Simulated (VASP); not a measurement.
A run of VASP 6.6.1 is set up as follows.

The input INCAR:

```
SYSTEM = Sn3Se
PREC = Accurate
ENCUT = 520
EDIFF = 1E-6
ISMEAR = 0
SIGMA = 0.15
LREAL = .FALSE.
LASPH = .TRUE.
NELM = 100
ALGO = Normal
ISIF = 2
LWAVE = .FALSE.
LCHARG = .TRUE.
GGA = PS
LELF = .TRUE.
LVHAR = .TRUE.
NBANDS = 32
```

The input KPOINTS:

```
Automatic mesh
0
G
  10 10 10
  0 0 0
```

POSCAR

```
Sn3Se
1.0
    4.6596124226      0.0000000000      0.0000000000
    0.0000000000      4.6596124226      0.0000000000
    0.0000000000      0.0000000000      4.6596124226
Sn Se
3 1
Direct
    0.0000000000      0.5000000000      0.5000000000
    0.5000000000      0.0000000000      0.5000000000
    0.5000000000      0.5000000000      0.0000000000
    0.0000000000      0.0000000000      0.0000000000
```

Potentials or basis: VASP PAW PBE potentials, release 64 (Sn_d, Se).

The run is started by

```console
$ cat potpaw_PBE.64/Sn_d/POTCAR potpaw_PBE.64/Se/POTCAR > POTCAR
$ mpirun -np 1 vasp_std > vasp.out
```

Task: What does it give for the band gap on the k mesh?

Result: Zero (bands 24 and 25 overlap by 2.61 eV).

Task: What does it give for the pressure?

Result: -0.1 GPa.

Caveat: the PAW data sets were made with another functional, which shifts forces and pressure a little; spin-orbit coupling is left out, which moves the levels of the heavy elements.
